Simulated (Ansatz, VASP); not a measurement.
One calculation of InP, two programs

```
CELL_PARAMETERS angstrom
0.00000 2.76883 2.76883
2.76883 0.00000 2.76883
2.76883 2.76883 0.00000
ATOMIC_POSITIONS crystal
In 0.00000 0.00000 0.00000
P 0.50000 0.50000 0.50000
```

Alike in both runs: task relaxation of cell and atoms; functional PBEsol-based screened hybrid with a share of 0.25 of exact exchange and HFSCREEN = 0.207; k mesh 4 × 4 × 4; occupations fermi-dirac, width 0.05 eV; no spin polarisation.

|  | VASP | Ansatz |
| --- | --- | --- |
| version | VASP 6.6.1 | Ansatz 0.2.0 |
| potentials or method | VASP PAW PBE potentials, release 64 (In_d, P) | Ansatz PAW |
| plane-wave cutoff (eV) | 600 | 420 |
| valence electrons in the cell | 18 | 18 |

VASP gave:

- gap on the k mesh at the Fermi level, each at its own relaxed structure (eV): none
- relaxed volume (Å³/atom): 20.10
- relaxed length of the cell vector where the two differ most in proportion (Å): 3.845

Question: Estimate Ansatz's values.

Answer: gap on the k mesh at the Fermi level, each at its own relaxed structure (eV): none; relaxed volume (Å³/atom): 20.09; relaxed length of the cell vector where the two differ most in proportion (Å): 3.845.

VASP's potentials were made for PBE, not for PBEsol-based screened hybrid. A gap of «none» marks a metal or a gap that the smearing closes.

The k mesh is coarse, so the values compare programs but aren't converged. Noted on Ansatz's run: the plane-wave basis is chosen anew once the cell has moved, so the energies of steps on either side of that aren't comparable.
